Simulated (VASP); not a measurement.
Runs of VASP 6.6.1 on LiCl. The structure is that of space group P6_3mc (No. 186), or close to it. The cells are those of the table. 

```csv
cell,gap on the mesh (eV)
"a = 3.894, b = 3.894, c = 6.226 Å, angles 90.0, 90.0, 120.0°, 4 atoms",(a)
"a = 4.019, b = 4.019, c = 6.427 Å, angles 90.0, 90.0, 120.0°, 4 atoms",5.71
"a = 3.759, b = 3.759, c = 6.011 Å, angles 90.0, 90.0, 120.0°, 4 atoms",(b)
"a = 3.958, b = 3.958, c = 6.328 Å, angles 90.0, 90.0, 120.0°, 4 atoms",5.86
"a = 3.828, b = 3.828, c = 6.120 Å, angles 90.0, 90.0, 120.0°, 4 atoms",6.21
```

Alike in all rows: task single point; level PBE; potentials or basis VASP PAW PBE potentials, release 64 (Li_sv, Cl); no spin polarisation; k mesh 6 × 6 × 2; cutoff (eV) 520; smearing gaussian 0.01 eV.

Problem. Fill in the values left out.

Solution. (a) 6.03; (b) 6.41.

Caveats: all runs use coarse meshes.

